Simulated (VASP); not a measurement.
MnO: single point with PBE

The system is MnO.

```
Mn O
1.0
     0.00000    2.22200    2.22200
     2.22200    0.00000    2.22200
     2.22200    2.22200    0.00000
Mn O
1 1
Direct
  0.00000 0.00000 0.00000
  0.50000 0.50000 0.50000
```

| Quantity | Value |
| --- | --- |
| Program | VASP 6.6.1 |
| Task | single point |
| Functional | PBE |
| Potentials or basis | VASP PAW PBE potentials, release 64 (Mn_pv, O) |
| Cutoff | 520 eV |
| k mesh | 10 × 10 × 10 |
| Occupations | fermi-dirac, width 0.05 eV |
| Spin | collinear spin, ferromagnetic start |
| Starting moments | [5.5, 0.0] μB |
| Dipole correction | no |
| Further INCAR settings | ALGO = Normal; EDIFF = 1e-06; NBANDS = 20 |

The pressure is 0.6 GPa. The net moment is 4.79 μB per cell. The site moments are Mn +4.34; O +0.20 μB and the valence electrons inside the program's atomic spheres are Mn 11.36; O 4.98.

Levels at points of the mesh, in eV from the Fermi level:
Spin up:
```tsv
k point	band 8	band 9	band 10	band 11	band 12	band 13	band 14	band 15	band 16	band 17
(0.00, 0.00, 0.00)	-3.22	-3.22	-3.22	-2.70	-2.70	-0.52	13.96	16.34	16.34	16.34
(0.50, 0.00, 0.00)	-2.33	-2.33	-1.89	0.20	0.20	3.48	7.74	11.88	11.88	18.48
(0.50, 0.50, 0.00)	-4.23	-2.27	-2.06	-2.06	-1.92	5.02	7.82	10.41	13.66	13.66
```
Spin down:
```
           k point  band 4  band 5  band 6  band 7  band 8  band 9  band 10  band 11
(0.00, 0.00, 0.00)  -19.83   -3.36   -3.36   -3.36    0.75    0.75     0.75     0.80
(0.50, 0.00, 0.00)  -18.87   -7.37   -4.85   -4.85    1.94    1.98     1.98     3.65
(0.50, 0.50, 0.00)  -18.91   -6.42   -4.34   -4.34   -0.83    1.96     2.17     2.41
```

Wall time 27 s on 1 thread of Intel(R) Xeon(R) Platinum 8259CL CPU @ 2.50GHz (Skylake/Cascade Lake) (shared host), peak memory 0.16 GiB.

Caveat: a cell with one magnetic atom can't hold antiferromagnetic order, which such compounds often take; semilocal functionals often make such compounds metallic where correlation or magnetic order opens a gap, which also shifts bond lengths. With open d or f shells a metallic result of PBE can be an artefact of self-interaction; +U or a hybrid may open a gap.
